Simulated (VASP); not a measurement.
## C: single point with PBE

The system is C.

```
C
1.0
    -1.78607    0.00000    1.78607
     0.00000    1.78607    1.78607
    -1.78607    1.78607    0.00000
C
2
Direct
  0.00000 0.00000 0.00000
  0.25000 0.25000 0.25000
```

```
Program             : VASP 6.6.1
Task                : single point
Functional          : PBE
Potentials or basis : VASP PAW PBE potentials, release 64 (C)
Cutoff              : 600 eV
k mesh              : 6 × 6 × 6
Occupations         : fermi-dirac, width 0.1 eV
Spin                : no spin polarisation
```

```json
{
 "Pressure": "-0.1 GPa",
 "Band gap on the k mesh": "4.14 eV, indirect (least direct gap 5.58 eV)"
}
```

Levels at points of the mesh, in eV from the valence-band top:
| k point | band 1 | band 2 | band 3 | band 4 | band 5 | band 6 | band 7 | band 8 | band 9 |
| --- | --- | --- | --- | --- | --- | --- | --- | --- | --- |
| (0.00, 0.00, 0.00) | -21.42 | 0.00 | 0.00 | 0.00 | 5.58 | 5.58 | 5.58 | 13.23 | 19.24 |
| (0.50, 0.00, 0.00) | -15.67 | -13.32 | -2.79 | -2.79 | 8.44 | 8.44 | 8.79 | 15.65 | 21.82 |
| (0.50, 0.50, 0.00) | -12.73 | -12.73 | -6.27 | -6.27 | 4.75 | 4.75 | 16.74 | 16.74 | 23.14 |

It took 4.8 s on 1 thread of Intel Xeon 8259CL (shared host), peak memory 0.12 GiB.

Caveat: the k points lie up to 0.51 Å⁻¹ apart. A k mesh can miss the band edges.
